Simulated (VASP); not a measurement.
# Mo (Im-3m) in VASP: elastic constants with PBEsol

Aim: the elastic constants of Mo with PBEsol.

Program: VASP 6.6.1. These are calculated values, not measurements. Logs are shortened: lines on timing, memory, paths and dates and some standing lists are left out, and cuts for length are marked.

### Step 1. The cell of the first run

It takes space group Im-3m (No. 229, cubic). The conventional cell has a = 3.130 Å, b = 3.130 Å, c = 3.130 Å, α = 90.00°, β = 90.00°, γ = 90.00°. Mo (site symmetry m-3m) has 14 Mo at 2.71 to 3.13 Å within 3.6 Å.

### Step 2. Elastic constants, PBEsol

INCAR reads:

```
SYSTEM = Mo
PREC     = Accurate       ! precision mode
ENCUT    = 600            ! plane-wave cutoff, eV
EDIFF    = 1E-8           ! SCF threshold, eV
ISMEAR   = -1             ! smearing method
SIGMA    = 0.15           ! smearing width, eV
LREAL    = .FALSE.        ! projectors in reciprocal space
LASPH    = .TRUE.         ! aspherical terms in the spheres
NELM     = 100            ! most SCF steps
ALGO     = Fast           ! electronic algorithm
ISIF     = 3              ! what is computed and relaxed
LWAVE    = .FALSE.        ! write WAVECAR
LCHARG   = .FALSE.        ! write CHGCAR
GGA      = PS             ! functional
IBRION   = 6              ! ionic algorithm
NFREE    = 2            
POTIM    = 0.015          ! step
NSW      = 1              ! ionic steps
```

KPOINTS reads:

```
Automatic mesh
0
G
  20 20 20
  0 0 0
```

POSCAR reads:

```
Mo
1.0
   -1.5650819143      1.5650819143      1.5650819143
    1.5650819143     -1.5650819143      1.5650819143
    1.5650819143      1.5650819143     -1.5650819143
Mo
1
Direct
    0.0000000000      0.0000000000      0.0000000000
```

Potentials or basis: VASP PAW PBE potentials, release 64 (Mo_sv).

On the command line:

```bash
$ cat potpaw_PBE.64/Mo_sv/POTCAR > POTCAR
$ mpirun -np 1 vasp_std > vasp.out
```

OUTCAR:

```text
SYSTEM = Mo
   PREC = Accurate
   ENCUT = 600
   EDIFF = 1E-8
   ISMEAR = -1
   LREAL = .FALSE.
   LASPH = .TRUE.
   NELM = 100
   ISIF = 3
   GGA = PS
   IBRION = 6
   NFREE = 2
   POTIM = 0.015
   NSW = 1

 ion  position               nearest neighbor table
   1  0.000  0.000  0.000-

  LATTYP: Found a body centered cubic cell.
 ALAT       =     3.1301638286

  Lattice vectors:

 A1 = (  -1.5650819143,   1.5650819143,   1.5650819143)
 A2 = (   1.5650819143,  -1.5650819143,   1.5650819143)
 A3 = (   1.5650819143,   1.5650819143,  -1.5650819143)

Analysis of symmetry for initial positions (statically):
=====================================================================
 Subroutine PRICEL returns:
 Original cell was already a primitive cell.

 Routine SETGRP: Setting up the symmetry group for a
 body centered cubic supercell.

 Subroutine GETGRP returns: Found 48 space group operations
 (whereof 48 operations were pure point group operations)
 out of a pool of 48 trial point group operations.

The static configuration has the point symmetry O_h .

Analysis of symmetry for dynamics (positions and initial velocities):
=====================================================================
 Subroutine PRICEL returns:
 Original cell was already a primitive cell.

 Routine SETGRP: Setting up the symmetry group for a
 body centered cubic supercell.

 Subroutine GETGRP returns: Found 48 space group operations
 (whereof 48 operations were pure point group operations)
 out of a pool of 48 trial point group operations.

The dynamic configuration has the point symmetry O_h .

 Subroutine INISYM returns: Found 48 space group operations
 (whereof 48 operations are pure point group operations),
 and found     1 'primitive' translations

----------------------------------------------------------------------------------------

[... 332 lines left out ...]
 Fermi energy:        12.7635174038

 k-point     1 :       0.0000    0.0000    0.0000
  band No.  band energies     occupation
      1     -48.4162      2.00000
      2     -21.6585      2.00000
      3     -21.6585      2.00000
      4     -21.6585      2.00000
      5       5.4282      2.00000
      6      11.3734      1.99981
      7      11.3734      1.99981
      8      11.3734      1.99981
      9      14.4605      0.00002
     10      14.4605      0.00002
     11      27.6118      0.00000
[... 309 lines left out ...]
 k-point    24 :       0.2500    0.1000    0.0000
  band No.  band energies     occupation
      1     -48.2174      2.00000
      2     -22.6776      2.00000
      3     -21.9917      2.00000
      4     -21.7189      2.00000
      5       7.9558      2.00000
      6       9.9372      2.00000
      7      11.0813      1.99997
      8      13.8339      0.00159
      9      14.9873      0.00000
     10      15.4515      0.00000
     11      27.1403      0.00000

 [... further k-points ...]
[... 5 lines left out ...]
  --------------------------------------------------------------------------------------
  -------------------------------------------------------------------------------------
  Total        0.0431554      0.0431554      0.0431554     -0.0000000      0.0000000      0.0000000
  in kB        4.5089397      4.5089397      4.5089397     -0.0000000      0.0000000      0.0000000
  external PRESSURE =       4.5089397 kB  Pullay stress =       0.0000000 kB
[... 16 lines left out ...]
  FREE ENERGIE OF THE ION-ELECTRON SYSTEM (eV)
  ---------------------------------------------------
  free  energy   TOTEN  =       -11.8026410866 eV

  energy  without entropy=      -11.7556777547  energy(sigma->0) =      -11.77915942

 INTERNAL STRAIN TENSORS FROM STRAINED CELLS
 ============================================

 INTERNAL STRAIN TENSOR FOR ION    1 for displacements in x,y,z  (eV/Angst):
          X           Y           Z          XY          YZ          ZX
  --------------------------------------------------------------------------------
  x    -0.00000     0.00000     0.00000     0.00000     0.00000     0.00000
  y     0.00000    -0.00000     0.00000    -0.00000    -0.00000    -0.00000
  z     0.00000     0.00000     0.00000     0.00000     0.00000     0.00000

 INTERNAL STRAIN TENSORS FROM DISPLACED ATOMS
 ============================================

 INTERNAL STRAIN TENSOR FOR ION    1 for displacements in x,y,z  (eV/Angst):
          X           Y           Z          XY          YZ          ZX
  --------------------------------------------------------------------------------
  x     0.00000     0.00000     0.00000     0.00000     0.00000     0.00000
  y     0.00000     0.00000     0.00000     0.00000     0.00000     0.00000
  z     0.00000     0.00000     0.00000     0.00000     0.00000     0.00000

 Eigenvectors and eigenvalues of the dynamical matrix
 ----------------------------------------------------

   1 f  =    0.000000 THz     0.000000 2PiTHz    0.000000 cm-1     0.000000 meV
             X         Y         Z           dx          dy          dz
      0.000000  0.000000  0.000000     0.000000   -1.000000    0.000000

   2 f  =    0.000000 THz     0.000000 2PiTHz    0.000000 cm-1     0.000000 meV
             X         Y         Z           dx          dy          dz
      0.000000  0.000000  0.000000     0.000000    0.000000    1.000000

   3 f  =    0.000000 THz     0.000000 2PiTHz    0.000000 cm-1     0.000000 meV
             X         Y         Z           dx          dy          dz
      0.000000  0.000000  0.000000    -1.000000   -0.000000    0.000000

--------------------------------------------------------------------------------------------------------

 ELASTIC MODULI CONTR FROM IONIC RELAXATION (kBar)
 Direction    XX          YY          ZZ          XY          YZ          ZX
 --------------------------------------------------------------------------------
 XX           0.0000      0.0000      0.0000      0.0000      0.0000      0.0000
 YY           0.0000      0.0000      0.0000      0.0000      0.0000      0.0000
 ZZ           0.0000      0.0000      0.0000      0.0000      0.0000      0.0000
 XY           0.0000      0.0000      0.0000      0.0000      0.0000      0.0000
 YZ           0.0000      0.0000      0.0000      0.0000      0.0000      0.0000
 ZX           0.0000      0.0000      0.0000      0.0000      0.0000      0.0000
 --------------------------------------------------------------------------------

 TOTAL ELASTIC MODULI (kBar)
 Direction    XX          YY          ZZ          XY          YZ          ZX
 --------------------------------------------------------------------------------
 XX        4941.1731   1752.1798   1752.1798      0.0000     -0.0000      0.0000
 YY        1752.1798   4941.1731   1752.1798      0.0000      0.0000      0.0000
 ZZ        1752.1798   1752.1798   4941.1731     -0.0000      0.0000     -0.0000
 XY           0.0000      0.0000     -0.0000   1077.7056      0.0000     -0.0000
 YZ          -0.0000      0.0000      0.0000      0.0000   1077.7056      0.0000
 ZX           0.0000      0.0000     -0.0000     -0.0000      0.0000   1077.7056
 --------------------------------------------------------------------------------
```

OSZICAR:

```text
N       E                     dE             d eps       ncg     rms          rms(c)
DAV:   1     0.990887540719E+02    0.99089E+02   -0.89796E+03  5648   0.145E+03
DAV:   2    -0.110446889352E+02   -0.11013E+03   -0.10640E+03  6082   0.364E+02
DAV:   3    -0.125480633682E+02   -0.15034E+01   -0.14817E+01  6503   0.421E+01
[... 200 lines left out ...]
RMM:   5    -0.118026367877E+02   -0.14552E-04   -0.14541E-04  5632   0.175E-01    0.331E-03
RMM:   6    -0.118026402839E+02   -0.34962E-05   -0.23255E-05  5632   0.717E-02    0.242E-03
RMM:   7    -0.118026410210E+02   -0.73714E-06   -0.42246E-06  5632   0.305E-02    0.348E-04
RMM:   8    -0.118026410992E+02   -0.78208E-07   -0.75475E-07  5567   0.129E-02    0.231E-04
RMM:   9    -0.118026410842E+02    0.15068E-07   -0.14790E-07  4958   0.564E-03    0.767E-05
RMM:  10    -0.118026410866E+02   -0.24093E-08   -0.32817E-08  4251   0.262E-03
  15 F= -.11802641E+02 E0= -.11779159E+02  d E =-.469633E-01
```

stdout:

```text
POSCAR found type information on POSCAR Mo
 POSCAR found :  1 types and       1 ions
 scaLAPACK will be used
 -----------------------------------------------------------------------------
|                                                                             |
|                                                                             |
|     You enforced a specific xc type in the INCAR file but a different       |
|     I HOPE YOU KNOW WHAT YOU ARE DOING!                                     |
|                                                                             |
 -----------------------------------------------------------------------------

 LDA part: xc-table for (Slater+PW92), standard interpolation
 POSCAR, INCAR and KPOINTS ok, starting setup
 FFT: planning ... GRIDC
 FFT: planning ... GRID_SOFT
 FFT: planning ... GRID
 WAVECAR not read
 entering main loop
 Found     1 degrees of freedom:
 Adding 6 more for cell shape distortion
 Finite differences POTIM= 0.01500 DOF=   7
 bond charge predicted
 Finite differences progress:
 bond charge predicted
 Finite differences progress:
 bond charge predicted
 Finite differences progress:
 bond charge predicted
 Finite differences progress:
 bond charge predicted
 Finite differences progress:
 bond charge predicted
 Finite differences progress:
 bond charge predicted
 Finite differences progress:
 bond charge predicted
 Finite differences progress:
 bond charge predicted
 Finite differences progress:
 bond charge predicted
 Finite differences progress:
 bond charge predicted
 Finite differences progress:
 bond charge predicted
 Finite differences progress:
 bond charge predicted
 Finite differences progress:
 bond charge predicted
 Finite differences progress:
```

Run time: 32 min. Hardware: 1 thread of Intel Xeon Platinum 8259CL at 2.50GHz (Skylake/Cascade Lake), shared host; peak memory 0.85 GiB.

What came out:

| Quantity | Value |
| --- | --- |
| Elastic constants C11, C12, C44 | 494, 175, 108 GPa |
| Voigt bulk modulus | 282 GPa |

Elastic tensor in Voigt notation (GPa, in the Cartesian axes of the cell as first typed):
```
494 175 175   0   0   0
175 494 175   0   0   0
175 175 494   0   0   0
  0   0   0 108   0   0
  0   0   0   0 108   0
  0   0   0   0   0 108
```

Clamped-ion elastic tensor (GPa):
```
494 175 175   0   0   0
175 494 175   0   0   0
175 175 494   0   0   0
  0   0   0 108   0   0
  0   0   0   0 108   0
  0   0   0   0   0 108
```

Caveat: the PAW data sets were made with another functional, which shifts forces and pressure a little.
